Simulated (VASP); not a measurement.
A run of VASP 6.6.1 is set up as follows.

Contents of INCAR:

```
SYSTEM = Li
PREC     = Accurate       ! precision mode
ENCUT    = 520            ! plane-wave cutoff, eV
EDIFF    = 1E-6           ! SCF threshold, eV
ISMEAR   = 0              ! smearing method
SIGMA    = 0.15           ! smearing width, eV
LREAL    = .False.        ! projectors in reciprocal space
LASPH    = .True.         ! aspherical terms in the spheres
NELM     = 80             ! most SCF steps
ALGO     = Fast           ! electronic algorithm
ISIF     = 2              ! what is computed and relaxed
LWAVE    = .False.        ! write WAVECAR
LCHARG   = .False.        ! write CHGCAR
GGA      = PS             ! functional
NBANDS   = 10             ! bands
```

Contents of KPOINTS:

```
Automatic mesh
0
Gamma
  18 18 10
  0 0 0
```

POSCAR

```
Li
1.0
    3.1110021516      0.0000000000      0.0000000000
   -1.5555010758      2.6942068945      0.0471486207
    0.0000000000      0.0891275000      5.0930000000
Li
2
Direct
    0.3333333333      0.6666666667      0.2500000000
    0.6666666667      0.3333333333      0.7500000000
```

Potentials or basis: VASP PAW PBE potentials, release 64 (Li_sv).

Command:

```bash
$ cat potpaw_PBE.64/Li_sv/POTCAR > POTCAR
$ mpirun -np 1 vasp_std > vasp.out
```

**Question.** Predict the band gap on the k mesh.

**Answer.** Zero (bands 3 and 4 overlap by 4.43 eV).

Caveat: the cell differs from its parent crystal (strain +0.0350 x Voigt [0, 0, 0, 1, 0, 0]).
